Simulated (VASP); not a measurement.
# Si8O in VASP: a series of runs

Runs on Si8O. Level: PBE+D3(BJ). Tasks: single point.

All numbers are computed with VASP 6.6.1; they aren't measurements. Logs are shortened: lines on timing, memory, paths and dates and some standing lists are left out, and cuts for length are marked.

## Step 1: The cell of the first run

The cell holds a slab with vacuum, 9 atoms: a = 3.816 Å, b = 6.313 Å, c = 21.332 Å, α = 90.00°, β = 90.00°, γ = 90.00°.

## Step 2: Single point, PBE+D3(BJ), collinear spin, ferromagnetic start

File INCAR:

```
SYSTEM = Si8O
PREC = Accurate ; ENCUT = 520
EDIFF = 1E-6 ; ISMEAR = 0
SIGMA = 0.05 ; LREAL = .False.
LASPH = .True. ; NELM = 150
ALGO = Normal ; ISIF = 2
LWAVE = .False. ; LCHARG = .False.
ISPIN = 2 ; MAGMOM = 0 0 0 0 0 0 0 0 2
LORBIT = 11 ; LDIPOL = .True.
IDIPOL = 3 ; DIPOL = 0.5 0.5 0.311
GGA = PE ; IVDW = 12
NBANDS = 33
```

File KPOINTS:

```
Automatic mesh
0
Gamma
  7 4 1
  0 0 0
```

File POSCAR:

```
Si8O
1.0
    3.8155170209      0.0000000000      0.0000000000
    0.0000000000      6.3129357835      0.0000000000
    0.0000000000      0.0000000000     21.3318711348
Si O
8 1
Direct
    0.0000000000      0.9369021389      0.1875128522
    0.0000000000      0.5630978611      0.1875128522
    0.5000000000      0.4369021389      0.2391466205
    0.5000000000      0.0630978611      0.2391466205
    0.5000000000      0.9332664455      0.3430438269
    0.5000000000      0.5667335545      0.3430438269
    0.0000000000      0.4266292811      0.3858954089
    0.0000000000      0.0733707189      0.3858954089
    0.0000000000      1.0932959478      0.4890274777
```

Potentials or basis: VASP PAW PBE potentials, release 64 (Si, O).

On the command line:

```bash
cat potpaw_PBE.64/Si/POTCAR potpaw_PBE.64/O/POTCAR > POTCAR
mpirun -np 1 vasp_std > vasp.out
```

OUTCAR:

```text
SYSTEM = Si8O
   PREC = Accurate
   ENCUT = 520
   EDIFF = 1E-6
   ISMEAR = 0
   LREAL = .False.
   LASPH = .True.
   NELM = 150
   ISIF = 2
   ISPIN = 2
   LORBIT = 11
   GGA = PE
   IVDW = 12
 IVDW          = 12

 ion  position               nearest neighbor table
   1  0.000  0.937  0.188-   4 2.34   4 2.34   2 2.36
   2  0.000  0.563  0.188-   3 2.34   3 2.34   1 2.36
   3  0.500  0.437  0.239-   2 2.34   2 2.34   4 2.36   6 2.36
   4  0.500  0.063  0.239-   1 2.34   1 2.34   3 2.36   5 2.36
   5  0.500  0.933  0.343-   8 2.29   8 2.29   6 2.31   4 2.36
   6  0.500  0.567  0.343-   7 2.29   7 2.29   5 2.31   3 2.36
   7  0.000  0.427  0.386-   8 2.23   6 2.29   6 2.29
   8  0.000  0.073  0.386-   9 2.20   7 2.23   5 2.29   5 2.29
   9  0.000  0.093  0.489-   8 2.20

  LATTYP: Found a simple orthorhombic cell.
 ALAT       =     3.8155170209
 B/A-ratio  =     1.6545426869
 C/A-ratio  =     5.5908205934

  Lattice vectors:

 A1 = (   3.8155170209,   0.0000000000,   0.0000000000)
 A2 = (   0.0000000000,   6.3129357835,   0.0000000000)
 A3 = (   0.0000000000,   0.0000000000,  21.3318711348)

Analysis of symmetry for initial positions (statically):
=====================================================================
 Subroutine PRICEL returns:
 Original cell was already a primitive cell.

 Routine SETGRP: Setting up the symmetry group for a
 simple orthorhombic supercell.

 Subroutine GETGRP returns: Found  2 space group operations
 (whereof  2 operations were pure point group operations)
 out of a pool of  8 trial point group operations.

The static configuration has the point symmetry C_1h.

Analysis of symmetry for dynamics (positions and initial velocities):
=====================================================================
 Subroutine PRICEL returns:
 Original cell was already a primitive cell.

 Routine SETGRP: Setting up the symmetry group for a
 simple orthorhombic supercell.

 Subroutine GETGRP returns: Found  2 space group operations
 (whereof  2 operations were pure point group operations)
 out of a pool of  8 trial point group operations.

The dynamic configuration has the point symmetry C_1h.

Analysis of structural, dynamic, and magnetic symmetry:
=====================================================================
 Subroutine PRICEL returns:
 Original cell was already a primitive cell.

 Routine SETGRP: Setting up the symmetry group for a
 simple orthorhombic supercell.

 Subroutine GETGRP returns: Found  2 space group operations
 (whereof  2 operations were pure point group operations)
[... 160 lines left out ...]
 cond. band min:      -2.2376663432   @ k =   0.1429   0.0000   0.0000
 fundamental gap:      0.0458319553
 Fermi energy:        -2.2630754421

 spin component 1

 k-point     1 :       0.0000    0.0000    0.0000
  band No.  band energies     occupation
      1     -17.4978      1.00000
      2     -13.8842      1.00000
      3     -12.5453      1.00000
      4     -11.5349      1.00000
      5     -10.1193      1.00000
      6      -9.4478      1.00000
[... 397 lines left out ...]
     30       2.7973      0.00000
     31       2.9924      0.00000
 Fermi energy:        -2.2630754421

 spin component 2

 k-point     1 :       0.0000    0.0000    0.0000
  band No.  band energies     occupation
      1     -18.9264      1.00000
      2     -13.8772      1.00000
      3     -12.5418      1.00000
      4     -11.5269      1.00000
      5     -10.1139      1.00000
      6      -9.4398      1.00000
[... 397 lines left out ...]
     30       2.8459      0.00000
     31       2.9972      0.00000
 [bands above 31 left out]

------------------------ aborting loop because EDIFF is reached ----------------------------------------

 vacuum level on the upper side and lower side of the slab       (xc-potential included)         1.237        -1.221

 Edisp (eV)   -2.10147

 E8    (eV) :    -0.9031

  FORCE on cell =-STRESS in cart. coord.  units (eV):
  Direction    XX          YY          ZZ          XY          YZ          ZX
  --------------------------------------------------------------------------------------
  -------------------------------------------------------------------------------------
  Total       1.78757     0.53059    -9.00197     0.00000     0.53506     0.00000
  in kB       5.57392     1.65446   -28.06948     0.00000     1.66840     0.00000
  external pressure =       -6.95 kB  Pullay stress =        0.00 kB

 VOLUME and BASIS-vectors are now :
 -----------------------------------------------------------------------------
  energy-cutoff  :      520.00
  volume of cell :      513.82
      direct lattice vectors                 reciprocal lattice vectors
     3.815517021  0.000000000  0.000000000     0.262087679  0.000000000  0.000000000
     0.000000000  6.312935784  0.000000000     0.000000000  0.158404906  0.000000000
     0.000000000  0.000000000 21.331871135     0.000000000  0.000000000  0.046878213

 POSITION                                       TOTAL-FORCE (eV/Angst)
 -----------------------------------------------------------------------------------
      0.00000      5.91460      4.00000         0.000000     -0.718510      0.562566
      0.00000      3.55480      4.00000         0.000000      0.705978      0.490968
      1.90776      2.75814      5.10144         0.000000     -0.025089     -0.631865
      1.90776      0.39833      5.10144         0.000000     -0.051604     -0.488042
      1.90776      5.89165      7.31777         0.000000     -0.202633     -0.268035
      1.90776      3.57775      7.31777         0.000000      0.177143      0.147739
      0.00000      2.69328      8.23187         0.000000      0.365225      0.235192
      0.00000      0.46318      8.23187         0.000000     -0.349910      3.646664
      0.00000      0.58897     10.43187         0.000000      0.099401     -3.695186
 -----------------------------------------------------------------------------------
    total drift:                               -0.000000      0.000044      0.000164

  FREE ENERGIE OF THE ION-ELECTRON SYSTEM (eV)
  ---------------------------------------------------
  free  energy   TOTEN  =       -45.8253849608 eV

  energy  without entropy=      -45.8214691722  energy(sigma->0) =      -45.82342707

 vacuum level on the upper side and lower side of the slab         5.013         2.488

 total charge

# of ion       s       p       d       tot
------------------------------------------
    1        0.790   0.852   0.000   1.642
    2        0.792   0.850   0.000   1.642
    3        0.764   0.902   0.000   1.666
    4        0.757   0.915   0.000   1.672
    5        0.760   0.959   0.000   1.719
    6        0.761   0.945   0.000   1.707
    7        0.796   0.884   0.000   1.679
    8        0.758   0.873   0.000   1.631
    9        1.611   3.054   0.000   4.665
--------------------------------------------------
tot          7.788  10.234   0.000  18.023

 magnetization (x)

# of ion       s       p       d       tot
------------------------------------------
    1       -0.005  -0.026   0.000  -0.032
    2        0.002   0.022   0.000   0.024
    3        0.001   0.006   0.000   0.007
    4        0.000  -0.001   0.000  -0.000
    5        0.002  -0.010   0.000  -0.008
    6        0.000  -0.002   0.000  -0.002
    7       -0.002   0.040   0.000   0.038
    8        0.003   0.018   0.000   0.021
    9       -0.007  -0.736   0.000  -0.743
--------------------------------------------------
tot         -0.007  -0.688   0.000  -0.695
```

OSZICAR:

```text
N       E                     dE             d eps       ncg     rms          rms(c)
DAV:   1     0.200762025281E+03    0.20076E+03   -0.12222E+04  1584   0.833E+02
DAV:   2    -0.157494797864E+02   -0.21651E+03   -0.20661E+03  2280   0.160E+02
DAV:   3    -0.448249461891E+02   -0.29075E+02   -0.27990E+02  2035   0.541E+01
DAV:   4    -0.458434018860E+02   -0.10185E+01   -0.10145E+01  2032   0.126E+01
[... 37 lines left out ...]
DAV:  42    -0.437238981602E+02   -0.10792E-04   -0.48238E-07  1530   0.291E-03    0.738E-04
DAV:  43    -0.437239043131E+02   -0.61528E-05   -0.15574E-07  1512   0.151E-03    0.494E-04
DAV:  44    -0.437239092222E+02   -0.49092E-05   -0.57831E-08  1409   0.960E-04    0.348E-04
DAV:  45    -0.437239115669E+02   -0.23447E-05   -0.42604E-08  1337   0.658E-04    0.257E-04
DAV:  46    -0.437239125194E+02   -0.95251E-06   -0.61026E-08  1281   0.757E-04
   1 F= -.45825385E+02 E0= -.45823427E+02  d E =-.391579E-02  mag=    -0.7526
```

It took 9.8 min on 1 thread of Intel Xeon 6975P-C (Granite Rapids), shared host; peak memory 0.84 GiB.

What came out:

| Item | Value |
| --- | --- |
| Free energy | -45.8254 eV |
| Largest force | 3.697 eV/Å |
| Net moment | -0.75 μB per cell |
| Site moments | Si -0.03, +0.02, +0.01, -0.00, -0.01, +0.04; O -0.74 μB |
| Valence electrons inside the program's atomic spheres | Si 1.64, 1.67, 1.72, 1.71, 1.68, 1.63; O 4.67 |
| Dispersion energy per atom | -0.233 eV |

Forces in eV/Å, atoms in the order of the input:
```
Si   0.000 -0.719  0.563
Si   0.000  0.706  0.491
Si   0.000 -0.025 -0.632
Si   0.000 -0.052 -0.488
Si   0.000 -0.203 -0.268
Si   0.000  0.177  0.148
Si   0.000  0.365  0.235
Si   0.000 -0.350  3.647
O    0.000  0.099 -3.695
```

## Step 3: Single point, PBE+D3(BJ), collinear spin, ferromagnetic start

File INCAR:

```
  PREC = Accurate
  ENCUT = 520
  EDIFF = 1E-6
  ISMEAR = 0
  SIGMA = 0.05
  LREAL = F
  LASPH = T
  NELM = 150
  ALGO = Normal
  ISIF = 2
  LWAVE = F
  LCHARG = F
  ISPIN = 2
  MAGMOM = 0 0 0 0 0 0 0 0 2
  LORBIT = 11
  LDIPOL = T
  IDIPOL = 3
  DIPOL = 0.5 0.5 0.311
  GGA = PE
  IVDW = 12
  NBANDS = 33
```

File KPOINTS:

```
Automatic mesh
0
Gamma
  7 4 1
```

Edit POSCAR of step 2 so:

```diff
@@ -16,2 +16,2 @@
     0.0000000000      0.0733707189      0.3858954089
-    0.0000000000      1.0932959478      0.4890274777
+    0.5000000000      0.9266292811      0.4890274777
```

Potentials or basis: VASP PAW PBE potentials, release 64 (Si, O).

On the command line:

```bash
cat potpaw_PBE.64/Si/POTCAR potpaw_PBE.64/O/POTCAR > POTCAR
mpirun -np 1 vasp_std > vasp.out
```

OUTCAR:

```text
PREC = Accurate
   ENCUT = 520
   EDIFF = 1E-6
   ISMEAR = 0
   LREAL = F
   LASPH = T
   NELM = 150
   ISIF = 2
   ISPIN = 2
   LORBIT = 11
   GGA = PE
   IVDW = 12
 IVDW          = 12

 ion  position               nearest neighbor table
   1  0.000  0.937  0.188-   4 2.34   4 2.34   2 2.36
   2  0.000  0.563  0.188-   3 2.34   3 2.34   1 2.36
   3  0.500  0.437  0.239-   2 2.34   2 2.34   4 2.36   6 2.36
   4  0.500  0.063  0.239-   1 2.34   1 2.34   3 2.36   5 2.36
   5  0.500  0.933  0.343-   8 2.29   8 2.29   6 2.31   4 2.36
   6  0.500  0.567  0.343-   7 2.29   7 2.29   5 2.31   3 2.36
   7  0.000  0.427  0.386-   8 2.23   6 2.29   6 2.29
   8  0.000  0.073  0.386-   7 2.23   5 2.29   5 2.29
   9  0.500  0.927  0.489-

[... 1067 lines left out ...]
      0.00000      0.46318      8.23187         0.000000     -0.630598      0.947614
      1.90776      5.84975     10.43187         0.000000      0.332620     -1.108589
 -----------------------------------------------------------------------------------
    total drift:                                0.000000      0.000026      0.000105

  FREE ENERGIE OF THE ION-ELECTRON SYSTEM (eV)
  ---------------------------------------------------
  free  energy   TOTEN  =       -44.3541189753 eV

  energy  without entropy=      -44.3504824666  energy(sigma->0) =      -44.35230072

 vacuum level on the upper side and lower side of the slab         4.932         2.832

 total charge

# of ion       s       p       d       tot
------------------------------------------
    1        0.791   0.851   0.000   1.642
    2        0.791   0.850   0.000   1.641
    3        0.764   0.904   0.000   1.668
    4        0.761   0.911   0.000   1.672
    5        0.761   0.939   0.000   1.700
    6        0.759   0.942   0.000   1.701
    7        0.789   0.900   0.000   1.689
    8        0.784   0.863   0.000   1.647
    9        1.613   3.010   0.000   4.624
--------------------------------------------------
tot          7.813  10.171   0.000  17.984

 magnetization (x)

# of ion       s       p       d       tot
------------------------------------------
    1        0.000   0.019   0.000   0.019
    2       -0.008  -0.027   0.000  -0.035
    3        0.003   0.007   0.000   0.010
    4       -0.002  -0.001   0.000  -0.003
    5        0.001   0.007   0.000   0.008
    6       -0.002  -0.002   0.000  -0.004
    7        0.007   0.065   0.000   0.072
    8       -0.000  -0.015   0.000  -0.015
    9        0.013   1.155   0.000   1.168
--------------------------------------------------
tot          0.012   1.208   0.000   1.219
```

OSZICAR:

```text
N       E                     dE             d eps       ncg     rms          rms(c)
DAV:   1     0.198114710579E+03    0.19811E+03   -0.12202E+04  1584   0.833E+02
DAV:   2    -0.149312333715E+02   -0.21305E+03   -0.20391E+03  2255   0.158E+02
DAV:   3    -0.433032005080E+02   -0.28372E+02   -0.27056E+02  2011   0.526E+01
[... 30 lines left out ...]
DAV:  34    -0.421720484459E+02   -0.31992E-04   -0.17983E-06  1282   0.456E-03    0.850E-03
DAV:  35    -0.421720764790E+02   -0.28033E-04   -0.30108E-06  1481   0.450E-03    0.562E-03
DAV:  36    -0.421720936709E+02   -0.17192E-04   -0.19609E-06  1718   0.440E-03    0.392E-03
DAV:  37    -0.421721121780E+02   -0.18507E-04   -0.13820E-06  1544   0.384E-03    0.256E-03
DAV:  38    -0.421721201208E+02   -0.79429E-05   -0.13288E-06  1551   0.313E-03    0.157E-03
DAV:  39    -0.421721196803E+02    0.44052E-06   -0.37396E-07  1496   0.211E-03
   1 F= -.44354119E+02 E0= -.44352301E+02  d E =-.363651E-02  mag=     1.6133
```

stdout:

```text
POSCAR found type information on POSCAR SiO
 POSCAR found :  2 types and       9 ions
 scaLAPACK will be used
 LDA part: xc-table for (Slater+PW92), standard interpolation
 POSCAR, INCAR and KPOINTS ok, starting setup
 FFT: planning ... GRIDC
 FFT: planning ... GRID_SOFT
 FFT: planning ... GRID
 WAVECAR not read
 entering main loop
```

It took 9.8 min on 1 thread of AMD EPYC 9R45 (Zen 5), shared host; peak memory 0.79 GiB.

Results:

```yaml
Free_energy: -44.3541 eV
Largest_force: 1.157 eV/Å
Net_moment: 1.61 μB per cell
Site_moments: Si +0.02, -0.04, +0.01, -0.00, +0.07, -0.01; O +1.17 μB
Valence_electrons_inside_the_program's_atomic_spheres: Si 1.64, 1.67, 1.70, 1.69, 1.65; O 4.62
Dispersion_energy_per_atom: -0.242 eV
```

Forces in eV/Å, atoms in the order of the input:
```
Si   0.000 -0.736  0.600
Si   0.000  0.731  0.568
Si   0.000 -0.053 -0.681
Si   0.000 -0.008 -0.600
Si   0.000 -0.020  0.030
Si   0.000 -0.011  0.112
Si   0.000  0.395  0.132
Si   0.000 -0.631  0.948
O    0.000  0.333 -1.109
```

Levels at points of the mesh, in eV from the Fermi level:
Spin up:
```csv
k point,band 16,band 17,band 18,band 19,band 20,band 21,band 22,band 23,band 24,band 25
"(0.00, 0.00, 0.00)",-1.08,-1.04,-0.83,-0.11,0.13,0.53,1.23,1.73,2.36,3.04
"(0.00, 0.50, 0.00)",-1.73,-1.09,-1.02,-1.01,-0.72,0.78,1.34,1.90,2.04,2.27
```
Spin down:
```tsv
k point	band 16	band 17	band 18	band 19	band 20	band 21
(0.00, 0.00, 0.00)	-0.51	-0.18	0.10	0.28	0.45	0.72
(0.00, 0.50, 0.00)	-1.06	-1.00	-0.11	0.05	0.38	0.89
```

## Step 4: Single point, PBE+D3(BJ), collinear spin, ferromagnetic start

File INCAR:

```
PREC     = Accurate       # precision mode
ENCUT    = 520            # plane-wave cutoff, eV
EDIFF    = 1E-6           # SCF threshold, eV
ISMEAR   = 0              # smearing method
SIGMA    = 0.05           # smearing width, eV
LREAL    = F              # projectors in reciprocal space
LASPH    = T              # aspherical terms in the spheres
NELM     = 150            # most SCF steps
ALGO     = Normal         # electronic algorithm
ISIF     = 2              # what is computed and relaxed
LWAVE    = F              # write WAVECAR
LCHARG   = F              # write CHGCAR
ISPIN    = 2              # spin polarisation
MAGMOM   = 0 0 0 0 0 0 0 0 2 # initial moments
LORBIT   = 11             # projections on sites
LDIPOL   = T            
IDIPOL   = 3            
DIPOL    = 0.5 0.5 0.311
GGA      = PE             # functional
IVDW     = 12             # dispersion correction
NBANDS   = 33             # bands
```

KPOINTS is that of step 3.

Edit POSCAR of step 3 so:

```diff
@@ -16,2 +16,2 @@
     0.0000000000      0.0733707189      0.3858954089
-    0.5000000000      0.9266292811      0.4890274777
+    0.0000000000      1.0932959478      0.4890274777
```

On the command line:

```bash
cat potpaw_PBE.64/Si/POTCAR potpaw_PBE.64/O/POTCAR > POTCAR
mpirun -np 1 vasp_std > vasp.out
```

Wall time 26 min (1 thread of Intel Xeon 6975P-C (Granite Rapids), shared host); peak memory 0.83 GiB.

Results (log left out):

| Quantity | Value |
| --- | --- |
| Free energy | -45.8254 eV |
| Largest force | 3.697 eV/Å |
| Net moment | -0.75 μB per cell |
| Site moments | Si -0.03, +0.02, +0.01, -0.00, -0.01, +0.04; O -0.74 μB |
| Valence electrons inside the program's atomic spheres | Si 1.64, 1.67, 1.72, 1.71, 1.68, 1.63; O 4.67 |
| Dispersion energy per atom | -0.233 eV |

Forces in eV/Å, atoms in the order of the input:
```
Si   0.000 -0.719  0.563
Si   0.000  0.706  0.491
Si   0.000 -0.025 -0.632
Si   0.000 -0.052 -0.488
Si   0.000 -0.203 -0.268
Si   0.000  0.177  0.148
Si   0.000  0.365  0.235
Si   0.000 -0.350  3.647
O    0.000  0.099 -3.695
```

Levels at points of the mesh, in eV from the Fermi level:
Spin up:
```csv
k point,band 17,band 18,band 19,band 20,band 21,band 22
"(0.00, 0.00, 0.00)",-0.12,0.14,0.21,0.45,0.89,1.48
"(0.00, 0.50, 0.00)",-1.00,-0.29,0.11,0.19,1.11,1.60
```
Spin down:
| k point | band 15 | band 16 | band 17 | band 18 | band 19 | band 20 | band 21 | band 22 | band 23 | band 24 |
| --- | --- | --- | --- | --- | --- | --- | --- | --- | --- | --- |
| (0.00, 0.00, 0.00) | -1.35 | -0.97 | -0.94 | -0.44 | -0.05 | 0.35 | 0.84 | 1.53 | 1.84 | 2.73 |
| (0.00, 0.50, 0.00) | -1.70 | -1.38 | -1.00 | -0.90 | -0.78 | -0.22 | 1.06 | 1.59 | 2.04 | 2.28 |
